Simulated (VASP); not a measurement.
Input of a VASP 6.6.1 run:

The input INCAR:

```
SYSTEM = Au
ALGO     = Normal         ! electronic algorithm
DIPOL    = 0.5 0.5 0.500
EDIFF    = 1E-7           ! SCF threshold, eV
EDIFFG   = -0.02          ! ionic threshold
ENCUT    = 520            ! plane-wave cutoff, eV
GGA      = PE             ! functional
IBRION   = 2              ! ionic algorithm
IDIPOL   = 3            
ISIF     = 2              ! what is computed and relaxed
ISMEAR   = 0              ! smearing method
ISYM     = 0            
KPAR     = 4            
LASPH    = .TRUE.         ! aspherical terms in the spheres
LCHARG   = .FALSE.        ! write CHGCAR
LDIPOL   = .TRUE.       
LREAL    = .FALSE.        ! projectors in reciprocal space
LWAVE    = .FALSE.        ! write WAVECAR
NELM     = 100            ! most SCF steps
NSW      = 80             ! ionic steps
PREC     = Accurate       ! precision mode
SIGMA    = 0.1            ! smearing width, eV
```

File KPOINTS:

```
k-points
0
G
  14 13 1
  0 0 0
```

Contents of POSCAR:

```
Au
1.0
    2.8654213454      0.0000000000      0.0000000000
   -1.4327106727      2.5703810381      0.0000000000
    0.0000000000      0.0000000000     24.7842657769
Au
5
Direct
    0.6639514438      0.3279028875      0.3026113449
    0.3360485562      0.6720971125      0.4013056725
    0.6639514438      0.3279028875      0.5000000000
    0.3360485562      0.6720971125      0.5986943275
    0.6639514438      0.3279028875      0.6973886551
```

Potentials or basis: VASP PAW PBE potentials, release 64 (Au).

The run is started by

```console
$ cat potpaw_PBE.64/Au/POTCAR > POTCAR
$ mpirun -np 4 vasp_std > vasp.out
```

Q: Predict the band gap on the k mesh.

A: Zero (an odd number of electrons rules out a gap without spin polarisation).

Q: What does it give for the energy gained by relaxing?

A: 0.4 meV/atom.

The path:
```tsv
step	energy change (eV)	largest force (eV/Å)	pressure (GPa)
1	0.0000	0.0867	-1.38
2	-0.0010	0.0546	-1.41
3	-0.0017	0.0253	-1.46
4	-0.0017	0.0254	-1.46
5	-0.0018	0.0240	-1.47
6	-0.0020	0.0199	-1.49
```

Caveat: spin-orbit coupling is left out, which moves the levels of the heavy elements.
